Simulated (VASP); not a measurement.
# SnO2 in VASP: notebook

The runs below take SnO2 through single point, with r2SCAN.

All numbers are computed with VASP 6.6.1; they aren't measurements. Logs are shortened: lines on timing, memory, paths and dates and some standing lists are left out, and cuts for length are marked.

## 1. The cell of the first run

The typed cell holds 6 atoms: a = 4.760 Å, b = 4.760 Å, c = 3.201 Å, α = 90.00°, β = 90.00°, γ = 90.00°.

## 2. Single point, r2SCAN

POSCAR reads:

```
SnO2
1.0
    4.7598181028      0.0000000000      0.0000000000
    0.0000000000      4.7600576175      0.0000000000
    0.0000000000      0.0000000000      3.2007107555
Sn O
2 4
Direct
    0.4628673741      0.5371442647      0.5000000000
   -0.0371326259      0.0371442647      0.0000000000
    0.3058623572      0.3059582262      0.0000000000
    0.8058623572      0.1940417738      0.5000000000
    0.1941376428      0.8059582262      0.5000000000
    0.6941376428      0.6940417738      0.0000000000
```

INCAR.step1 reads:

```
PREC = Accurate ; ENCUT = 520
ISMEAR = 0 ; SIGMA = 0.05
LREAL = F ; LASPH = T
NELM = 80 ; NBANDS = 35
GGA = PE ; ALGO = Normal
EDIFF = 1E-4 ; LWAVE = T
LCHARG = F
```

INCAR.step2 reads:

```
PREC = Accurate ; ENCUT = 520
EDIFF = 1E-6 ; ISMEAR = 0
SIGMA = 0.05 ; LREAL = F
LASPH = T ; NELM = 80
ALGO = Normal ; ISIF = 2
LWAVE = F ; LCHARG = F
METAGGA = R2SCAN ; LMIXTAU = T
NBANDS = 35 ; ISTART = 1
```

KPOINTS reads:

```
Automatic mesh
0
Gamma
  6 6 8
```

Potentials or basis: VASP PAW PBE potentials, release 64 (Sn_d, O).

Run with:

```bash
> cat potpaw_PBE.64/Sn_d/POTCAR potpaw_PBE.64/O/POTCAR > POTCAR
> cp INCAR.step1 INCAR
> mpirun -np 1 vasp_std > vasp.out
> cp INCAR.step2 INCAR
> mpirun -np 1 vasp_std > vasp.out
```

OUTCAR:

```text
PREC = Accurate
   ENCUT = 520
   EDIFF = 1E-6
   ISMEAR = 0
   LREAL = F
   LASPH = T
   NELM = 80
   ISIF = 2
   METAGGA = R2SCAN
   ISTART = 1

 ion  position               nearest neighbor table
   1  0.463  0.537  0.500-   5 1.81   3 2.08   3 2.08   6 2.08   6 2.08   4 2.31   2 3.73   2 3.73
                             2 3.73   2 3.73   2 3.73   2 3.73   2 3.73   2 3.73
   2  0.963  0.037  0.000-   4 1.92   4 1.92   3 2.07   6 2.07   5 2.23   5 2.23   1 3.73   1 3.73
                             1 3.73   1 3.73   1 3.73   1 3.73   1 3.73   1 3.73
   3  0.306  0.306  0.000-   2 2.07   1 2.08   1 2.08
   4  0.806  0.194  0.500-   2 1.92   2 1.92   1 2.31
   5  0.194  0.806  0.500-   1 1.81   2 2.23   2 2.23
   6  0.694  0.694  0.000-   2 2.07   1 2.08   1 2.08

  LATTYP: Found a simple orthorhombic cell.
 ALAT       =     3.2007107555
 B/A-ratio  =     1.4871128529
 C/A-ratio  =     1.4871876846

  Lattice vectors:

 A1 = (   0.0000000000,   0.0000000000,   3.2007107555)
 A2 = (   4.7598181028,   0.0000000000,   0.0000000000)
 A3 = (   0.0000000000,   4.7600576175,   0.0000000000)

Analysis of symmetry for initial positions (statically):
=====================================================================
 Subroutine PRICEL returns:
 Original cell was already a primitive cell.

 Routine SETGRP: Setting up the symmetry group for a
 simple orthorhombic supercell.

 Subroutine GETGRP returns: Found  2 space group operations
 (whereof  2 operations were pure point group operations)
 out of a pool of  8 trial point group operations.

The static configuration has the point symmetry C_1h.

Analysis of symmetry for dynamics (positions and initial velocities):
=====================================================================
 Subroutine PRICEL returns:
 Original cell was already a primitive cell.

 Routine SETGRP: Setting up the symmetry group for a
 simple orthorhombic supercell.

 Subroutine GETGRP returns: Found  2 space group operations
 (whereof  2 operations were pure point group operations)
 out of a pool of  8 trial point group operations.

The dynamic configuration has the point symmetry C_1h.

 Subroutine INISYM returns: Found  2 space group operations
 (whereof  2 operations are pure point group operations),
 and found     1 'primitive' translations

----------------------------------------------------------------------------------------

                                     Primitive cell

  volume of cell :      72.5185

  direct lattice vectors                    reciprocal lattice vectors
     4.759818103  0.000000000  0.000000000     0.210092062  0.000000000  0.000000000
     0.000000000  4.760057618  0.000000000     0.000000000  0.210081491  0.000000000
     0.000000000  0.000000000  3.200710755     0.000000000  0.000000000  0.312430606

  length of vectors
     4.759818103  4.760057618  3.200710755     0.210092062  0.210081491  0.312430606

  position of ions in fractional coordinates (direct lattice)
     0.462867374  0.537144265  0.500000000
     0.962867374  0.037144265  0.000000000
     0.305862357  0.305958226  0.000000000
     0.805862357  0.194041774  0.500000000
     0.194137643  0.805958226  0.500000000
     0.694137643  0.694041774  0.000000000

  ion indices of the primitive-cell ions
   primitive index   ion index
                 1           1
                 2           2
                 3           3
                 4           4
                 5           5
                 6           6

----------------------------------------------------------------------------------------

 KPOINTS: Automatic mesh

Automatic generation of k-mesh.
 Grid dimensions read from file:
 generate k-points for:    6    6    8

 Generating k-lattice:

  Cartesian coordinates                     Fractional coordinates (reciprocal lattice)
     0.035015344  0.000000000  0.000000000     0.166666667  0.000000000  0.000000000
     0.000000000  0.035013582  0.000000000     0.000000000  0.166666667  0.000000000
     0.000000000  0.000000000  0.039053826     0.000000000  0.000000000  0.125000000

  Length of vectors
     0.035015344  0.035013582  0.039053826

  Shift w.r.t. Gamma in fractional coordinates (k-lattice)
     0.000000000  0.000000000  0.000000000

 Subroutine IBZKPT returns following result:
 ===========================================

 Found    100 irreducible k-points:

 Following reciprocal coordinates:
            Coordinates               Weight
  0.000000  0.000000  0.000000      1.000000
  0.166667  0.000000  0.000000      2.000000
  0.333333  0.000000  0.000000      2.000000
  0.500000  0.000000  0.000000      1.000000
  0.000000  0.166667  0.000000      2.000000
  0.166667  0.166667  0.000000      2.000000
[... 16 lines left out ...]
  0.333333  0.000000  0.125000      4.000000
  0.500000  0.000000  0.125000      2.000000
 [... further k-points ...]
   k-points           NKPTS =    100   k-points in BZ     NKDIM =    100   number of bands    NBANDS=     35
   number of dos      NEDOS =    301   number of ions     NIONS =      6
   total plane-waves  NPLWV =  31104
   dimension x,y,z NGX =    36 NGY =   36 NGZ =   24
   dimension x,y,z NGXF=    72 NGYF=   72 NGZF=   48
   ions per type =               2   4
   NGX,Y,Z   is equivalent  to a cutoff of  12.57, 12.57, 12.47 a.u.
   NGXF,Y,Z  is equivalent  to a cutoff of  25.15, 25.15, 24.93 a.u.
 SYSTEM =  unknown system
   PREC   = accura    normal or accurate (medium, high low for compatibility)
   ISTART =      1    job   : 0-new  1-cont  2-samecut
   ICHARG =      0    charge: 1-file 2-atom 10-const
   ISPIN  =      1    spin polarized calculation?
   LNONCOLLINEAR =      F non collinear calculations
   LSORBIT =      F    spin-orbit coupling
   LASPH  =      T    aspherical Exc in radial PAW
   ENCUT  =  520.0 eV  38.22 Ry    6.18 a.u.   8.85  8.85  5.95*2*pi/ulx,y,z
   NELM   =     80;   NELMIN=  2; NELMDL=  0     # of ELM steps
   EDIFF  = 0.1E-05   stopping-criterion for ELM
   LREAL  =      F    real-space projection
   EDIFFG = 0.1E-04   stopping-criterion for IOM
   NSW    =      0    number of steps for IOM
   IBRION =     -1    ionic relax: 0-MD 1-quasi-New 2-CG
   NFREE  =      0    steps in history (QN), initial steepest desc. (CG)
   ISIF   =      2    stress and relaxation
   ISYM   =      2    0-nonsym 1-usesym 2-fastsym
   POTIM  = 0.5000    time-step for ionic-motion
   TEBEG  =    0.0;   TEEND  =   0.0 temperature during run
   PSTRESS=    0.0 pullay stress
   NELECT =      52.0000    total number of electrons
   NUPDOWN=      -1.0000    fix difference up-down
   EMIN   =  10.00;   EMAX   =-10.00  energy-range for DOS
   EFERMI =   0.00;   METHOD = LEGACY
   ISMEAR =     0;   SIGMA  =   0.05  broadening in eV -4-tet -1-fermi 0-gaus
   EFERMI_NEDOS =   21; number of points for ismear=-14 and -15
   IALGO  =     38    algorithm
   IMIX   =      4    mixing-type and parameters
     AMIX     =   0.40;   BMIX     =  1.00
     AMIX_MAG =   1.60;   BMIX_MAG =  1.00
  volume/ion in A,a.u.               =      12.09        81.56
  Fermi-wavevector in a.u.,A,eV,Ry     =   1.465299  2.769014 29.213088  2.147101
  Thomas-Fermi vector in A             =   2.581173
   LORBIT       =      0    0 simple, 1 ext, 2 COOP (PROOUT), +10 PAW based schemes
   METAGGA = R2SCAN    functional components
   LHFCALC =     F    Hartree Fock is set to
   AEXX    =    0.0000 exact exchange contribution
   IVDW    =     0    specifies the selected vdW correction
   LEPSILON=     F    determine dielectric tensor
   LRPA    =     F    only Hartree local field effects (RPA)
 non-spin polarized calculation
 Gauss-broadening in eV      SIGMA  =   0.05
  energy-cutoff  :      520.00
  volume of cell :       72.52
 maximum number of plane-waves:      1992
 NGX is ok and might be reduce to    36
   NGX = 17   NGY = 17   NGZ = 11

 number of electron      51.9999987 magnetization

 Free energy of the ion-electron system (eV)
  ---------------------------------------------------
  ext. energy  EPLUGINS =         0.00000000
  ---------------------------------------------------
  free energy    TOTEN  =       -83.56300659 eV

  energy without entropy =      -83.56300659  energy(sigma->0) =      -83.56300659

 E-fermi :   5.7856     XC(G=0): -11.9554

 val. band max:        5.5022952980   @ k =   0.0000   0.0000   0.0000
 cond. band min:       7.3564956111   @ k =   0.0000   0.0000   0.0000
 fundamental gap:      1.8542003131
 Fermi energy:         5.7856389729

 k-point     1 :       0.0000    0.0000    0.0000
  band No.  band energies     occupation
      1     -16.4120      2.00000
      2     -15.7005      2.00000
      3     -15.1368      2.00000
      4     -15.0913      2.00000
      5     -14.9382      2.00000
      6     -14.9085      2.00000
[... 27 lines left out ...]
     34      18.6723      0.00000
     35      19.0058      0.00000

 k-point     2 :       0.1667    0.0000    0.0000
  band No.  band energies     occupation
      1     -16.3755      2.00000
      2     -15.7506      2.00000
      3     -15.1360      2.00000
      4     -15.1084      2.00000
      5     -14.9415      2.00000
      6     -14.8950      2.00000
[... 27 lines left out ...]
     34      18.7182      0.00000
     35      18.9334      0.00000

 k-point     3 :       0.3333    0.0000    0.0000
  band No.  band energies     occupation
      1     -16.2731      2.00000
      2     -15.8870      2.00000
      3     -15.1345      2.00000
      4     -15.1339      2.00000
      5     -14.9373      2.00000
      6     -14.8771      2.00000
[... 27 lines left out ...]
     34      18.6953      0.00000
     35      18.9735      0.00000
[... 723 lines left out ...]
 k-point    23 :       0.3333    0.0000    0.1250
  band No.  band energies     occupation
      1     -16.2231      2.00000
      2     -15.8979      2.00000
      3     -15.2897      2.00000
      4     -15.1022      2.00000
      5     -14.9326      2.00000
      6     -14.8948      2.00000
[... 27 lines left out ...]
     34      18.7335      0.00000
     35      18.9157      0.00000

 k-point    24 :       0.5000    0.0000    0.1250
  band No.  band energies     occupation
      1     -16.1330      2.00000
      2     -16.0007      2.00000
      3     -15.3116      2.00000
      4     -15.1028      2.00000
      5     -14.9157      2.00000
      6     -14.8963      2.00000
[... 27 lines left out ...]
     34      18.8655      0.00000
     35      19.1535      0.00000

 [... further k-points ...]
[... 5 lines left out ...]
  --------------------------------------------------------------------------------------
  -------------------------------------------------------------------------------------
  Total        3.9028849      3.9034905      3.8448517     -4.7056993      0.0000000      0.0000000
  in kB       86.2278058     86.2411837     84.9456574   -103.9646649      0.0000000      0.0000000
  external PRESSURE =      85.8048823 kB  Pullay stress =       0.0000000 kB

 VOLUME and BASIS-vectors are now :
 -----------------------------------------------------------------------------
  energy-cutoff  :      520.00
  volume of cell :       72.52
      direct lattice vectors                 reciprocal lattice vectors
     4.759818103  0.000000000  0.000000000     0.210092062  0.000000000  0.000000000
     0.000000000  4.760057618  0.000000000     0.000000000  0.210081491  0.000000000
     0.000000000  0.000000000  3.200710755     0.000000000  0.000000000  0.312430606

 POSITION                                       TOTAL-FORCE (eV/Angst)
 -----------------------------------------------------------------------------------
      2.20316      2.55684      1.60036         3.844487     -3.845310      0.000000
      4.58307      0.17681      0.00000         2.775634     -2.776364      0.000000
      1.45585      1.45638      0.00000        -0.116410     -0.020461      0.000000
      3.83576      0.92365      1.60036        -2.265159      2.264726      0.000000
      0.92406      3.83641      1.60036        -4.259117      4.259929      0.000000
      3.30397      3.30368      0.00000         0.020565      0.117481      0.000000
 -----------------------------------------------------------------------------------
    total drift:                                0.006327     -0.006279     -0.000000

  FREE ENERGIE OF THE ION-ELECTRON SYSTEM (eV)
  ---------------------------------------------------
  free  energy   TOTEN  =       -83.5630065908 eV

  energy  without entropy=      -83.5630065908  energy(sigma->0) =      -83.56300659
```

It took 14 min on 1 thread of Oxide Virtual Turin-like, shared host; peak memory 0.29 GiB.

What came out:

| Item | Value |
| --- | --- |
| Free energy | -83.5630 eV |
| Pressure | 8.6 GPa |
| Largest force | 6.024 eV/Å |
| Band gap on the k mesh | 1.85 eV, direct |

Forces on the atoms (eV/Å):
```
Sn   3.844 -3.845  0.000
Sn   2.776 -2.776  0.000
O   -0.116 -0.020  0.000
O   -2.265  2.265  0.000
O   -4.259  4.260  0.000
O    0.021  0.117  0.000
```

Stress tensor (GPa, compression positive):
```
  8.62 -10.40   0.00
-10.40   8.62   0.00
  0.00   0.00   8.49
```

Levels at points of the mesh, in eV from the valence-band top:
| k point | band 24 | band 25 | band 26 | band 27 | band 28 | band 29 |
| --- | --- | --- | --- | --- | --- | --- |
| (0.00, 0.00, 0.00) | -0.78 | -0.60 | 0.00 | 1.85 | 6.40 | 7.25 |
| (0.50, 0.00, 0.00) | -0.91 | -0.71 | -0.44 | 4.95 | 5.04 | 7.73 |
| (0.00, 0.50, 0.00) | -0.91 | -0.71 | -0.44 | 4.95 | 5.04 | 7.73 |
| (0.50, 0.50, 0.00) | -1.16 | -1.00 | -0.90 | 5.29 | 5.46 | 8.26 |
| (0.00, 0.00, 0.50) | -1.53 | -1.22 | -1.18 | 6.70 | 6.84 | 10.21 |
| (0.50, 0.00, 0.50) | -1.00 | -0.70 | -0.63 | 6.90 | 6.98 | 8.87 |
| (0.00, 0.50, 0.50) | -1.00 | -0.70 | -0.63 | 6.90 | 6.98 | 8.87 |
| (0.50, 0.50, 0.50) | -0.90 | -0.73 | -0.61 | 5.34 | 5.65 | 9.49 |

Caveat: the cell differs from its parent crystal (all Sn atoms moved -0.250 Å, as atom 1 towards its neighbour atom 4 (O) at 2.059 Å); the PAW data sets were made with another functional, which shifts forces and pressure a little; spin-orbit coupling is left out, which moves the levels of the heavy elements.

[end of part 1 of 2]
